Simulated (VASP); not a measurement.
Here is a VASP 6.6.1 calculation.

INCAR

```
PREC     = Accurate       # precision mode
ENCUT    = 520            # plane-wave cutoff, eV
EDIFF    = 1E-6           # SCF threshold, eV
ISMEAR   = -1             # smearing method
SIGMA    = 0.05           # smearing width, eV
LREAL    = False          # projectors in reciprocal space
LASPH    = True           # aspherical terms in the spheres
NELM     = 150            # most SCF steps
ALGO     = Normal         # electronic algorithm
ISIF     = 2              # what is computed and relaxed
LWAVE    = False          # write WAVECAR
LCHARG   = False          # write CHGCAR
ISPIN    = 2              # spin polarisation
MAGMOM   = 3 3            # initial moments
LORBIT   = 11             # projections on sites
LMAXMIX  = 6              # l up to which the mixer works
GGA      = PE             # functional
NBANDS   = 25             # bands
```

File KPOINTS:

```
regular mesh
0
Gamma
  11 11 6
```

The input POSCAR:

```
Nd
1.0
    3.6940010995      0.0000000000      0.0000000000
   -1.8470005497      3.1990987938      0.0000000000
    0.0000000000      0.0000000000      5.8708840430
Nd
2
Direct
    0.3333333333      0.6666666667      0.2500000000
    0.6666666667      0.3333333333      0.7551099630
```

Potentials or basis: VASP PAW PBE potentials, release 64 (Nd).

Run with:

```bash
$ cat potpaw_PBE.64/Nd/POTCAR > POTCAR
$ mpirun -np 1 vasp_std > vasp.out
```

(1) What does it give for the net moment?

(2) What does it give for the largest force?

(3) Estimate the site moments.

## Answers

(1) 8.20 μB per cell.

(2) 0.049 eV/Å.

(3) Nd +3.36 μB.

Caveat: the cell differs from its parent crystal (atom 2 (Nd) moved by [0.0, 0.0, 0.03] A); the magnetic or orbital state may not be the lowest.
